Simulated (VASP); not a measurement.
# SiC (Cm) in VASP: notebook

Runs on SiC. Level: PBE. Tasks: single point.

All numbers are computed with VASP 6.6.1; they aren't measurements. Logs are shortened: lines on timing, memory, paths and dates and some standing lists are left out, and cuts for length are marked.

## (1) The cell of the first run

Symmetry: Cm, No. 8, monoclinic system. The conventional cell has a = 5.325 Å, b = 3.075 Å, c = 3.075 Å, α = 90.00°, β = 125.26°, γ = 90.00°. Si (site symmetry m) has 4 C at 1.78 to 1.99 Å within 2.4 Å. Within 2.4 Å of C (site symmetry m) lie 4 Si at 1.78 to 1.99 Å.

## (2) Single point, PBE

The input, INCAR:

```
PREC = Accurate
ENCUT = 520
EDIFF = 1E-6
ISMEAR = 0
SIGMA = 0.05
LREAL = F
LASPH = T
NELM = 100
ALGO = Normal
ISIF = 2
LWAVE = F
LCHARG = T
GGA = PE
LELF = T
LVHAR = T
NBANDS = 11
```

The input, KPOINTS:

```
regular mesh
0
Gamma
  12 12 12
```

The input, POSCAR:

```
SiC
1.0
    0.0000000000      2.1740000000      2.1740000000
    2.1740000000      0.0000000000      2.1740000000
    2.1740000000      2.1740000000      0.0000000000
Si C
1 1
Direct
   -0.0406570136      0.0000000000      0.0000000000
    0.7500000000      0.7500000000      0.7500000000
```

Potentials or basis: VASP PAW PBE potentials, release 64 (Si, C).

Launch:

```
cat potpaw_PBE.64/Si/POTCAR potpaw_PBE.64/C/POTCAR > POTCAR
mpirun -np 1 vasp_std > vasp.out
```

OUTCAR:

```text
PREC = Accurate
   ENCUT = 520
   EDIFF = 1E-6
   ISMEAR = 0
   LREAL = F
   LASPH = T
   NELM = 100
   ISIF = 2
   GGA = PE

 ion  position               nearest neighbor table
   1  0.959  0.000  0.000-   2 1.78   2 1.89   2 1.89   2 1.99
   2  0.750  0.750  0.750-   1 1.78   1 1.89   1 1.89   1 1.99

  LATTYP: Found a face centered cubic cell.
 ALAT       =     4.3480000000

  Lattice vectors:

 A1 = (   0.0000000000,   2.1740000000,   2.1740000000)
 A2 = (   2.1740000000,   0.0000000000,   2.1740000000)
 A3 = (   2.1740000000,   2.1740000000,   0.0000000000)

Analysis of symmetry for initial positions (statically):
=====================================================================
 Subroutine PRICEL returns:
 Original cell was already a primitive cell.

 Routine SETGRP: Setting up the symmetry group for a
 face centered cubic supercell.

 Subroutine GETGRP returns: Found  2 space group operations
 (whereof  2 operations were pure point group operations)
 out of a pool of 48 trial point group operations.

The static configuration has the point symmetry C_1h.

Analysis of symmetry for dynamics (positions and initial velocities):
=====================================================================
 Subroutine PRICEL returns:
 Original cell was already a primitive cell.

 Routine SETGRP: Setting up the symmetry group for a
 face centered cubic supercell.

 Subroutine GETGRP returns: Found  2 space group operations
 (whereof  2 operations were pure point group operations)
 out of a pool of 48 trial point group operations.

The dynamic configuration has the point symmetry C_1h.

 Subroutine INISYM returns: Found  2 space group operations
 (whereof  2 operations are pure point group operations),
 and found     1 'primitive' translations

----------------------------------------------------------------------------------------

                                     Primitive cell

  volume of cell :      20.5498

  direct lattice vectors                    reciprocal lattice vectors
     0.000000000  2.174000000  2.174000000    -0.229990800  0.229990800  0.229990800
     2.174000000  0.000000000  2.174000000     0.229990800 -0.229990800  0.229990800
     2.174000000  2.174000000  0.000000000     0.229990800  0.229990800 -0.229990800

  length of vectors
     3.074500285  3.074500285  3.074500285     0.398355752  0.398355752  0.398355752

  position of ions in fractional coordinates (direct lattice)
     0.959342986  0.000000000  0.000000000
     0.750000000  0.750000000  0.750000000

  ion indices of the primitive-cell ions
   primitive index   ion index
                 1           1
                 2           2

----------------------------------------------------------------------------------------

 KPOINTS: regular mesh

Automatic generation of k-mesh.
 Grid dimensions read from file:
 generate k-points for:   12   12   12

 Generating k-lattice:

  Cartesian coordinates                     Fractional coordinates (reciprocal lattice)
    -0.019165900  0.019165900  0.019165900     0.083333333  0.000000000  0.000000000
     0.019165900 -0.019165900  0.019165900     0.000000000  0.083333333  0.000000000
     0.019165900  0.019165900 -0.019165900     0.000000000  0.000000000  0.083333333

  Length of vectors
     0.033196313  0.033196313  0.033196313

  Shift w.r.t. Gamma in fractional coordinates (k-lattice)
     0.000000000  0.000000000  0.000000000

 Subroutine IBZKPT returns following result:
 ===========================================

 Found    476 irreducible k-points:

 Following reciprocal coordinates:
            Coordinates               Weight
  0.000000  0.000000  0.000000      1.000000
  0.083333  0.000000  0.000000      2.000000
  0.000000  0.083333  0.000000      4.000000
  0.083333  0.083333  0.083333      2.000000
  0.166667  0.000000  0.000000      2.000000
  0.000000  0.166667  0.000000      4.000000
[... 16 lines left out ...]
  0.000000  0.166667  0.083333      4.000000
  0.083333  0.000000  0.166667      4.000000
 [... further k-points ...]
   k-points           NKPTS =    476   k-points in BZ     NKDIM =    476   number of bands    NBANDS=     11
   number of dos      NEDOS =    301   number of ions     NIONS =      2
   total plane-waves  NPLWV =  13824
   dimension x,y,z NGX =    24 NGY =   24 NGZ =   24
   dimension x,y,z NGXF=    48 NGYF=   48 NGZF=   48
   ions per type =               1   1
   NGX,Y,Z   is equivalent  to a cutoff of  12.98, 12.98, 12.98 a.u.
   NGXF,Y,Z  is equivalent  to a cutoff of  25.95, 25.95, 25.95 a.u.
 SYSTEM =  unknown system
   PREC   = accura    normal or accurate (medium, high low for compatibility)
   ISTART =      0    job   : 0-new  1-cont  2-samecut
   ICHARG =      2    charge: 1-file 2-atom 10-const
   ISPIN  =      1    spin polarized calculation?
   LNONCOLLINEAR =      F non collinear calculations
   LSORBIT =      F    spin-orbit coupling
   LASPH  =      T    aspherical Exc in radial PAW
   ENCUT  =  520.0 eV  38.22 Ry    6.18 a.u.   5.72  5.72  5.72*2*pi/ulx,y,z
   NELM   =    100;   NELMIN=  2; NELMDL= -5     # of ELM steps
   EDIFF  = 0.1E-05   stopping-criterion for ELM
   LREAL  =      F    real-space projection
   EDIFFG = 0.1E-04   stopping-criterion for IOM
   NSW    =      0    number of steps for IOM
   IBRION =     -1    ionic relax: 0-MD 1-quasi-New 2-CG
   NFREE  =      0    steps in history (QN), initial steepest desc. (CG)
   ISIF   =      2    stress and relaxation
   ISYM   =      2    0-nonsym 1-usesym 2-fastsym
   POTIM  = 0.5000    time-step for ionic-motion
   TEBEG  =    0.0;   TEEND  =   0.0 temperature during run
   PSTRESS=    0.0 pullay stress
   NELECT =       8.0000    total number of electrons
   NUPDOWN=      -1.0000    fix difference up-down
   EMIN   =  10.00;   EMAX   =-10.00  energy-range for DOS
   EFERMI =   0.00;   METHOD = LEGACY
   ISMEAR =     0;   SIGMA  =   0.05  broadening in eV -4-tet -1-fermi 0-gaus
   EFERMI_NEDOS =   21; number of points for ismear=-14 and -15
   IALGO  =     38    algorithm
   IMIX   =      4    mixing-type and parameters
     AMIX     =   0.40;   BMIX     =  1.00
     AMIX_MAG =   1.60;   BMIX_MAG =  1.00
  volume/ion in A,a.u.               =      10.27        69.34
  Fermi-wavevector in a.u.,A,eV,Ry     =   1.195369  2.258920 19.441458  1.428907
  Thomas-Fermi vector in A             =   2.331336
   LORBIT       =      0    0 simple, 1 ext, 2 COOP (PROOUT), +10 PAW based schemes
   GGA     = PE    functional components
   LHFCALC =     F    Hartree Fock is set to
   AEXX    =    0.0000 exact exchange contribution
   IVDW    =     0    specifies the selected vdW correction
   LEPSILON=     F    determine dielectric tensor
   LRPA    =     F    only Hartree local field effects (RPA)
 non-spin polarized calculation
 Gauss-broadening in eV      SIGMA  =   0.05
  energy-cutoff  :      520.00
  volume of cell :       20.55
 maximum number of plane-waves:       568
   NGX = 11   NGY = 11   NGZ = 11

 number of electron       8.0000001 magnetization

 Free energy of the ion-electron system (eV)
  ---------------------------------------------------
  ext. energy  EPLUGINS =         0.00000000
  ---------------------------------------------------
  free energy    TOTEN  =       -14.90098214 eV

  energy without entropy =      -14.90098214  energy(sigma->0) =      -14.90098214

 E-fermi :   8.9429     XC(G=0): -11.3868

 val. band max:        8.7294815753   @ k =   0.0000   0.0000   0.0000
 cond. band min:       9.4873483684   @ k =   0.0000   0.5000   0.5000
 fundamental gap:      0.7578667931
 Fermi energy:         8.9428774201

 k-point     1 :       0.0000    0.0000    0.0000
  band No.  band energies     occupation
      1      -7.2844      2.00000
      2       7.5619      2.00000
      3       8.1881      2.00000
      4       8.7295      2.00000
      5      14.4212      0.00000
      6      15.3716      0.00000
      7      15.4931      0.00000
      8      15.8422      0.00000
      9      22.6986      0.00000
     10      22.7002      0.00000
     11      24.6251      0.00000

 k-point     2 :       0.0833    0.0000    0.0000
  band No.  band energies     occupation
      1      -7.1493      2.00000
      2       7.4331      2.00000
      3       7.9744      2.00000
      4       8.1036      2.00000
      5      14.7374      0.00000
      6      15.4924      0.00000
      7      15.6066      0.00000
      8      16.0318      0.00000
      9      22.0766      0.00000
     10      22.0892      0.00000
     11      24.3315      0.00000

 k-point     3 :       0.0000    0.0833    0.0000
  band No.  band energies     occupation
      1      -7.1480      2.00000
      2       7.2249      2.00000
      3       7.7645      2.00000
      4       8.5858      2.00000
      5      14.6516      0.00000
      6      15.3897      0.00000
      7      15.6805      0.00000
      8      16.1292      0.00000
      9      21.9375      0.00000
     10      22.0094      0.00000
     11      24.5616      0.00000

 k-point     4 :       0.0833    0.0833    0.0833
  band No.  band energies     occupation
      1      -7.1468      2.00000
      2       6.9268      2.00000
      3       8.0822      2.00000
      4       8.6096      2.00000
      5      14.6199      0.00000
      6      15.5003      0.00000
      7      15.7319      0.00000
      8      15.9987      0.00000
      9      21.8148      0.00000
     10      21.8813      0.00000
     11      24.7540      0.00000
[... 239 lines left out ...]
 k-point    22 :       0.1667    0.0833    0.0000
  band No.  band energies     occupation
      1      -6.7898      2.00000
      2       6.5570      2.00000
      3       7.1791      2.00000
      4       7.7624      2.00000
      5      14.5792      0.00000
      6      15.4633      0.00000
      7      16.4591      0.00000
      8      16.7158      0.00000
      9      20.0392      0.00000
     10      22.7648      0.00000
     11      24.7329      0.00000

 k-point    23 :       0.0000    0.1667    0.0833
  band No.  band energies     occupation
      1      -6.7870      2.00000
      2       6.2064      2.00000
      3       7.3283      2.00000
      4       8.0483      2.00000
      5      14.5467      0.00000
      6      15.3698      0.00000
      7      16.4272      0.00000
      8      16.8748      0.00000
      9      19.9336      0.00000
     10      22.6072      0.00000
     11      25.0276      0.00000

 k-point    24 :       0.0833    0.0000    0.1667
  band No.  band energies     occupation
      1      -6.7858      2.00000
      2       6.1827      2.00000
      3       7.1570      2.00000
      4       8.2741      2.00000
      5      14.5728      0.00000
      6      15.2241      0.00000
      7      16.5359      0.00000
      8      16.9212      0.00000
      9      19.9341      0.00000
     10      22.5025      0.00000
     11      24.8889      0.00000

 [... further k-points ...]
[... 5 lines left out ...]
  --------------------------------------------------------------------------------------
  -------------------------------------------------------------------------------------
  Total        0.9908333      0.7898438      0.7898438      0.8001261      0.3043868      0.8001261
  in kB       77.2507247     61.5804974     61.5804974     62.3821619     23.7316384     62.3821623
  external PRESSURE =      66.8039065 kB  Pullay stress =       0.0000000 kB

 VOLUME and BASIS-vectors are now :
 -----------------------------------------------------------------------------
  energy-cutoff  :      520.00
  volume of cell :       20.55
      direct lattice vectors                 reciprocal lattice vectors
     0.000000000  2.174000000  2.174000000    -0.229990800  0.229990800  0.229990800
     2.174000000  0.000000000  2.174000000     0.229990800 -0.229990800  0.229990800
     2.174000000  2.174000000  0.000000000     0.229990800  0.229990800 -0.229990800

 POSITION                                       TOTAL-FORCE (eV/Angst)
 -----------------------------------------------------------------------------------
      0.00000      2.08561      2.08561         0.553539      1.744952      1.744952
      3.26100      3.26100      3.26100        -0.553539     -1.744952     -1.744952
 -----------------------------------------------------------------------------------
    total drift:                                0.000013     -0.000029     -0.000029

  FREE ENERGIE OF THE ION-ELECTRON SYSTEM (eV)
  ---------------------------------------------------
  free  energy   TOTEN  =       -14.9009821425 eV

  energy  without entropy=      -14.9009821425  energy(sigma->0) =      -14.90098214
```

Wall time 38 s (1 thread of Intel Xeon Platinum 8488C (Sapphire Rapids), shared host); peak memory 0.21 GiB.

What came out:

```
Free energy            : -14.9010 eV
Pressure               : 6.7 GPa
Largest force          : 2.529 eV/Å
Band gap on the k mesh : 0.76 eV, indirect (least direct gap 4.29 eV)
```

Forces on the atoms (eV/Å):
```
Si   0.554  1.745  1.745
C   -0.554 -1.745 -1.745
```

Caveat: the cell differs from its parent crystal (all Si atoms moved +0.125 Å, as atom 1 towards its neighbour atom 1 (Si) at 3.075 Å); forces of over 1 eV/Å act on the atoms, so gaps and moduli don't describe the material at rest.

## (3) Single point, PBE

The input, INCAR:

```
PREC = Accurate
ENCUT = 520
EDIFF = 1E-6
ISMEAR = 0
SIGMA = 0.05
LREAL = False
LASPH = True
NELM = 80
ALGO = Normal
ISIF = 2
LWAVE = False
LCHARG = True
GGA = PE
LELF = True
LVHAR = True
NBANDS = 11
```

KPOINTS is that of step 2.

POSCAR: that of step 2 with these lines changed.

```diff
@@ -8,3 +8,3 @@
 Direct
-   -0.0406570136      0.0000000000      0.0000000000
+   -0.0203285068      0.0000000000      0.0000000000
     0.7500000000      0.7500000000      0.7500000000
```

Potentials or basis: VASP PAW PBE potentials, release 64 (Si, C).

Launch:

```
cat potpaw_PBE.64/Si/POTCAR potpaw_PBE.64/C/POTCAR > POTCAR
mpirun -np 1 vasp_std > vasp.out
```

It took 35 s on 1 thread of Intel Xeon Platinum 8488C (Sapphire Rapids), shared host; peak memory 0.21 GiB.

It converged, with:

- Free energy: -15.0161 eV
- Pressure: 5.3 GPa
- Largest force: 1.230 eV/Å
- Band gap on the k mesh: 1.05 eV, indirect (least direct gap 4.43 eV)

Forces in eV/Å, atoms in the order of the input:
```
Si   0.138  0.865  0.865
C   -0.138 -0.865 -0.865
```

Stress tensor (GPa, compression positive):
```
5.51 3.03 3.03
3.03 5.13 0.60
3.03 0.60 5.13
```

Levels at points of the mesh, in eV from the valence-band top:
```tsv
k point	band 1	band 2	band 3	band 4	band 5	band 6	band 7	band 8	band 9
(0.00, 0.00, 0.00)	-15.75	-0.59	-0.29	0.00	6.01	6.96	7.06	7.21	14.25
(0.50, 0.00, 0.00)	-12.23	-8.69	-1.57	-1.29	5.21	6.72	7.05	9.80	16.00
(0.00, 0.50, 0.00)	-12.16	-8.86	-1.58	-1.10	5.18	6.69	7.25	9.80	15.95
(0.50, 0.50, 0.50)	-12.08	-9.04	-1.39	-1.12	5.19	6.89	7.22	9.78	15.88
(0.50, 0.50, 0.00)	-10.70	-8.10	-3.59	-3.37	1.05	4.05	13.82	13.84	14.56
(0.00, 0.50, 0.50)	-10.70	-8.11	-3.49	-3.46	1.05	4.04	13.84	13.84	14.56
```

Caveat: the cell differs from its parent crystal (all Si atoms moved +0.062 Å, as atom 1 towards its neighbour atom 1 (Si) at 3.075 Å); forces of over 1 eV/Å act on the atoms, so gaps and moduli don't describe the material at rest.
